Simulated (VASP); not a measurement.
Set up this calculation in VASP 6.6.1, as the native input.

- Task: single point
- Functional: r2SCAN
- Potentials or basis: VASP PAW PBE potentials, release 64 (Si, C)
- Cutoff: 520 eV
- k mesh: 10 × 10 × 10
- Occupations: gaussian, width 0.01 eV
- Spin: no spin polarisation
- Dipole correction: no
- Further INCAR settings: ALGO = Normal; EDIFF = 1e-06; NBANDS = 11

Crystal: SiC.

```
CELL_PARAMETERS angstrom
0.01963 2.17307 2.17307
2.17307 0.01963 2.17307
2.17307 2.17307 0.01963
ATOMIC_POSITIONS crystal
Si 0.00043 0.00043 0.00043
C 0.24957 0.24957 0.24957
```

This cell differs from its parent crystal: epitaxial 111 strain -1.1%.

These files were run (other wordings do the same):

POSCAR

```
SiC
1.0
    0.0196330134      2.1730733695      2.1730733695
    2.1730733695      0.0196330134      2.1730733695
    2.1730733695      2.1730733695      0.0196330134
Si C
1 1
Direct
    0.0004287372      0.0004287372      0.0004287372
    0.2495712628      0.2495712628      0.2495712628
```

INCAR.step1

```
SYSTEM = SiC
  PREC = Accurate
  ENCUT = 520
  ISMEAR = 0
  SIGMA = 0.01
  LREAL = .False.
  LASPH = .True.
  NELM = 60
  NBANDS = 11
  GGA = PE
  ALGO = Normal
  EDIFF = 1E-4
  LWAVE = .True.
  LCHARG = .False.
```

INCAR.step2

```
SYSTEM = SiC
  PREC = Accurate
  ENCUT = 520
  EDIFF = 1E-6
  ISMEAR = 0
  SIGMA = 0.01
  LREAL = .False.
  LASPH = .True.
  NELM = 60
  ALGO = Normal
  ISIF = 2
  LWAVE = .False.
  LCHARG = .True.
  METAGGA = R2SCAN
  LMIXTAU = .True.
  LELF = .True.
  LVHAR = .True.
  NBANDS = 11
  ISTART = 1
```

KPOINTS

```
Automatic mesh
0
Gamma
  10 10 10
  0 0 0
```

Potentials or basis: VASP PAW PBE potentials, release 64 (Si, C).

The run is started by

```console
$ cat potpaw_PBE.64/Si/POTCAR potpaw_PBE.64/C/POTCAR > POTCAR
$ cp INCAR.step1 INCAR
$ mpirun -np 1 vasp_std > vasp.out
$ cp INCAR.step2 INCAR
$ mpirun -np 1 vasp_std > vasp.out
```

Results of the run:

The pressure is 4.7 GPa and the band gap on the k mesh is 1.66 eV, indirect (least direct gap 5.00 eV).

Caveat: the cell differs from its parent crystal (epitaxial 111 strain -1.1%); the PAW data sets were made with another functional, which shifts forces and pressure a little.

Run time: 43 s on 1 thread of Intel Xeon 6975P-C (shared host), peak memory 0.15 GiB.
